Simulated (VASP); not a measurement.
Write the native input for VASP 6.6.1 that does the following.

```yaml
Task: single point
Functional: PBEsol
Potentials_or_basis: VASP PAW PBE potentials, release 64 (Cu)
Cutoff: 520 eV
k_mesh: 20 × 20 × 20
Occupations: gaussian, width 0.15 eV
Spin: no spin polarisation
Dipole_correction: no
Further_INCAR_settings: ALGO = Fast; EDIFF = 1e-07; NBANDS = 18
```

The structure of Cu lies in POSCAR:

```
Cu
1.0
    1.3159407852     -4.2944882512      0.0000000000
    1.3159407852      4.2944882512      0.0000000000
    0.0000000000      0.0000000000      2.2774558816
Cu
2
Direct
    0.1338666500      0.8661333500      0.2500000000
    0.8661333500      0.1338666500      0.7500000000
```

This cell differs from its parent crystal: strain +0.080 along x and y, -0.080 along z.

The input as run:

INCAR

```
PREC = Accurate
ENCUT = 520
EDIFF = 1E-7
ISMEAR = 0
SIGMA = 0.15
LREAL = F
LASPH = T
NELM = 60
ALGO = Fast
ISIF = 2
LWAVE = F
LCHARG = F
GGA = PS
NBANDS = 18
```

KPOINTS

```
regular mesh
0
Gamma
  20 20 20
```

Potentials or basis: VASP PAW PBE potentials, release 64 (Cu).

Command:

```sh
$ cat potpaw_PBE.64/Cu/POTCAR > POTCAR
$ mpirun -np 1 vasp_std > vasp.out
```

It gave:

| Item | Value |
| --- | --- |
| Pressure | -4.1 GPa |
| Largest force | 0.127 eV/Å |
| Band gap on the k mesh | zero (bands 11 and 12 overlap by 5.82 eV) |

Caveat: the cell differs from its parent crystal (strain +0.080 along x and y, -0.080 along z); the stress differs along the axes, from -18 to 19 GPa; the PAW data sets were made with another functional, which shifts forces and pressure a little.

Wall time 22 min on 1 thread of Intel Xeon 8259CL, on a shared host, peak memory 0.56 GiB.
